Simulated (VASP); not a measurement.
Write the native input for VASP 6.6.1 that does the following.

```yaml
Task: single point
Functional: LDA
Potentials_or_basis: VASP PAW LDA potentials, release 64 (Al, N)
Cutoff: 520 eV
k_mesh: 9 × 9 × 6
Occupations: gaussian, width 0.05 eV
Spin: no spin polarisation
Dipole_correction: no
Further_INCAR_settings: ALGO = Normal; EDIFF = 1e-06; NBANDS = 16
```

The structure of AlN lies in POSCAR:

```
AlN
1.0
    3.3030490248      0.0000000000      0.0000000000
   -1.6515245124      2.8605243654      0.0000000000
    0.0000000000      0.0000000000      4.1347231278
Al N
2 2
Direct
    0.3333333333      0.6666666667      0.7554689695
    0.6666666667      0.3333333333      0.2554689695
    0.3333333333      0.6666666667      0.2394651809
    0.6666666667      0.3333333333      0.7394651809
```

One way to write it, as run:

INCAR

```
SYSTEM = AlN
PREC = Accurate ; ENCUT = 520
EDIFF = 1E-6 ; ISMEAR = 0
SIGMA = 0.05 ; LREAL = .False.
LASPH = .True. ; NELM = 80
ALGO = Normal ; ISIF = 2
LWAVE = .False. ; LCHARG = .False.
NBANDS = 16
```

KPOINTS

```
regular mesh
0
Gamma
  9 9 6
  0 0 0
```

Potentials or basis: VASP PAW LDA potentials, release 64 (Al, N).

Run with:

```console
$ cat potpaw_LDA.64/Al/POTCAR potpaw_LDA.64/N/POTCAR > POTCAR
$ mpirun -np 1 vasp_std > vasp.out
```

It gave:

```
Pressure               : -4.4 GPa
Largest force          : 0.167 eV/Å
Band gap on the k mesh : 3.47 eV, direct
```

Wall time 10 s on 1 thread of Intel(R) Xeon(R) 6975P-C (Granite Rapids), on a shared host, peak memory 0.15 GiB.
